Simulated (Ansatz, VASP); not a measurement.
# One calculation of Ga4W2C3, two programs

INCAR

```
ALGO = Normal
EDIFF = 1E-6
ENCUT = 520
GGA = PE
ISIF = 2
ISMEAR = 0
LASPH = True
LCHARG = False
LREAL = False
LWAVE = False
NBANDS = 56
NELM = 60
PREC = Accurate
SIGMA = 0.1
```

The input KPOINTS:

```
k-points
0
Gamma
  4 4 4
```

File POSCAR:

```
Ga4W2C3
1.0
    4.8814601100      0.0000000000      0.0000000000
    0.0000000000      4.8814601100      0.0000000000
    0.0000000000      0.0000000000      5.9035860600
Ga W C
4 2 3
Direct
    0.2581017300      0.2581017300      0.0000000000
    0.7418982700      0.7418982700      0.0000000000
    0.7418982700      0.2581017300      0.0000000000
    0.2581017300      0.7418982700      0.0000000000
    0.0000000000      0.5000000000      0.0000000000
    0.5000000000      0.0000000000      0.0000000000
    0.5000000000      0.5000000000      0.0000000000
    0.5000000000      0.5000000000      0.6717926600
    0.5000000000      0.5000000000      0.3282073400
```

Input for Ansatz:

```yaml
crystal:
  lattice:
    - [4.88146011, 0.0, 0.0]
    - [0.0, 4.88146011, 0.0]
    - [0.0, 0.0, 5.90358606]
  atoms:
    - { symbol: Ga, position: [0.25810173, 0.25810173, 0.0] }
    - { symbol: Ga, position: [0.74189827, 0.74189827, 0.0] }
    - { symbol: Ga, position: [0.74189827, 0.25810173, 0.0] }
    - { symbol: Ga, position: [0.25810173, 0.74189827, 0.0] }
    - { symbol: W, position: [0.0, 0.5, 0.0] }
    - { symbol: W, position: [0.5, 0.0, 0.0] }
    - { symbol: C, position: [0.5, 0.5, 0.0] }
    - { symbol: C, position: [0.5, 0.5, 0.67179266] }
    - { symbol: C, position: [0.5, 0.5, 0.32820734] }
basis:
  ecutwfc: 420
kpoints:
  mp_grid: { grid: [4, 4, 4] }
hamiltonian:
  xc: pbe
scf:
  occupations: { method: gaussian, width: 0.1 }
  lower_state_search: "off"
output:
  forces: true
  stress: true
  eigenvalues: true
```

Alike in both runs: task single point; functional PBE; k mesh 4 × 4 × 4; occupations gaussian, width 0.1 eV; no spin polarisation.

|  | VASP | Ansatz |
| --- | --- | --- |
| version | VASP 6.6.1 | Ansatz 0.2.0 |
| potentials or method | VASP PAW PBE potentials, release 64 (Ga_d, W_sv, C), cutoff 520 eV | scalar-relativistic, plane waves, PAW |
| valence electrons in the cell | 92 | 92 |

Ansatz gave:

```
gap on the k mesh at the Fermi level (eV) : none
rms of the force components (eV/Å)        : 3.522
```

**Question.** Estimate VASP's values.

**Answer.** gap on the k mesh at the Fermi level (eV): none; rms of the force components (eV/Å): 3.545.

Atom by atom the forces differ by 0.023 eV/Å (rms over components). A gap of «none» marks a metal or a gap that the smearing closes.

Neither program's run includes spin-orbit coupling.
